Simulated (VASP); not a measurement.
Here is a VASP 6.6.1 calculation.

File INCAR:

```
ALGO = Normal
EDIFF = 1E-6
ENCUT = 520
GGA = PE
ISIF = 2
ISMEAR = -1
LASPH = T
LCHARG = T
LELF = T
LREAL = Auto
LVHAR = T
LWAVE = F
NBANDS = 34
NELM = 80
PREC = Accurate
SIGMA = 0.19
```

The input KPOINTS:

```
k-points
0
Gamma
  2 2 2
```

POSCAR

```
MgH2
1.0
    0.0000000000      4.8264600000      4.8264600000
    4.8264600000      0.0000000000      4.8264600000
    4.8264600000      4.8264600000      0.0000000000
Mg H
8 16
Direct
    0.0326634842     -0.0323309423      0.0096455787
    0.0254815123      0.0114200677      0.4698695317
   -0.0404733490      0.4918285866     -0.0338846691
    0.0411053857      0.5182565483      0.4401007156
    0.5625042992     -0.0498799327      0.0543053294
    0.5298445444     -0.0416637660      0.4778148995
    0.4663035641      0.5087860461     -0.0034740783
    0.5042883397      0.3917588667      0.5479683868
    0.2324081211      0.1463485660      0.1045355188
    0.4124044331      0.3396641638      0.3255287519
    0.1702709646      0.1459146041      0.6885845941
    0.5036853097      0.3509232440      0.8198837243
    0.1295958114      0.5644596661      0.1082864045
    0.3721469773      0.8552934242      0.4882119607
    0.1843390394      0.4891230840      0.6400264376
    0.3551623757      0.8050560867      1.0311592762
    0.7584918346     -0.0889298782      0.1790410570
    0.8598695524      0.3263429097      0.5126465360
    0.6920030416      0.0113171973      0.5780596959
    0.8446648268      0.2415122056      1.0529545464
    0.6934056223      0.5694182693      0.1871780767
    0.9782664727      0.8621780767      0.3448946018
    0.7259097765      0.6875752622      0.6579804867
    0.9194452041      0.8764704359      0.8162314616
```

Potentials or basis: VASP PAW PBE potentials, release 64 (Mg, H).

Command:

```console
$ cat potpaw_PBE.64/Mg/POTCAR potpaw_PBE.64/H/POTCAR > POTCAR
$ mpirun -np 1 vasp_std > vasp.out
```

Question: Estimate the band gap on the k mesh.

Answer: 1.62 eV, indirect (least direct gap 1.97 eV).

Question: Estimate the pressure.

Answer: 3.3 GPa.

Question: What does it give for the largest force?

Answer: 3.715 eV/Å.

Stress tensor (GPa, compression positive):
```
3.39 1.32 0.04
1.32 2.25 1.69
0.04 1.69 4.39
```

Caveat: the k points lie up to 0.56 Å⁻¹ apart; forces of over 1 eV/Å act on the atoms, so gaps and moduli don't describe the material at rest. A k mesh can miss the band edges.
